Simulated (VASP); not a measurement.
A run of VASP 6.6.1:

File INCAR:

```
SYSTEM = AlRu
PREC = Accurate
ENCUT = 520
EDIFF = 1E-7
ISMEAR = 0
SIGMA = 0.15
LREAL = .FALSE.
LASPH = .TRUE.
NELM = 60
ALGO = Normal
ISIF = 2
LWAVE = .FALSE.
LCHARG = .FALSE.
GGA = PE
NBANDS = 25
```

The input KPOINTS:

```
regular mesh
0
G
  14 14 8
  0 0 0
```

The input POSCAR:

```
AlRu
1.0
    3.0038895946      0.0000000000      0.0000000000
    0.0000000000      3.0038895946      0.0000000000
    0.0000000000      0.0000000000      6.0077791893
Al Ru
2 2
Direct
    0.0000000000      0.0000000000      0.0000000000
    0.0000000000      0.0000000000      0.5000000000
    0.5000000000      0.5000000000      0.2500000000
    0.5000000000      0.5000000000      0.7500000000
```

Potentials or basis: VASP PAW PBE potentials, release 64 (Al, Ru_pv).

Run with:

```console
$ cat potpaw_PBE.64/Al/POTCAR potpaw_PBE.64/Ru_pv/POTCAR > POTCAR
$ mpirun -np 1 vasp_std > vasp.out
```

Hardware: 1 thread of AMD EPYC 9R45 96-Core Processor (Zen 5) (shared host).

Problem. How long does it take, and how much memory?

Solution. Run time: 76 s on 1 thread of AMD EPYC 9R45 96-Core Processor (Zen 5), on a shared host, peak memory 0.29 GiB. Counts: scf iterations 14, k points 180.
